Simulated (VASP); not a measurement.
Write the native input for VASP 6.6.1 that does the following.

| Item | Value |
| --- | --- |
| Task | single point |
| Functional | PBE |
| Potentials or basis | VASP PAW PBE potentials, release 64 (B, N) |
| Cutoff | 520 eV |
| k mesh | 12 × 12 × 6 |
| Occupations | gaussian, width 0.01 eV |
| Spin | no spin polarisation |
| Dipole correction | no |
| Further INCAR settings | ALGO = Normal; EDIFF = 1e-07; NBANDS = 16 |

The structure of BN lies in POSCAR:

```
BN
1.0
    2.6018994005      0.0000000000      0.0000000000
   -1.3009497002      2.2533109748      0.0000000000
    0.0000000000      0.0000000000      4.3081134001
B N
2 2
Direct
    0.6666666667      0.3333333333      0.0000000000
    0.3333333333      0.6666666667      0.5000000000
    0.6666666667      0.3333333333      0.3750000000
    0.3333333333      0.6666666667      0.8750000000
```

One way to write it, as run:

INCAR

```
SYSTEM = BN
PREC = Accurate
ENCUT = 520
EDIFF = 1E-7
ISMEAR = 0
SIGMA = 0.01
LREAL = .False.
LASPH = .True.
NELM = 80
ALGO = Normal
ISIF = 2
LWAVE = .False.
LCHARG = .False.
GGA = PE
NBANDS = 16
```

KPOINTS

```
Automatic mesh
0
Gamma
  12 12 6
  0 0 0
```

Potentials or basis: VASP PAW PBE potentials, release 64 (B, N).

Launch:

```console
$ cat potpaw_PBE.64/B/POTCAR potpaw_PBE.64/N/POTCAR > POTCAR
$ mpirun -np 1 vasp_std > vasp.out
```

Results of the run:

```yaml
Pressure: -18.8 GPa
Largest_force: 0.009 eV/Å
Band_gap_on_the_k_mesh: 5.31 eV, indirect (least direct gap 7.96 eV)
```

Wall time 26 s on 1 thread of Intel(R) Xeon(R) Platinum 8259CL CPU @ 2.50GHz (Skylake/Cascade Lake), on a shared host, peak memory 0.14 GiB.
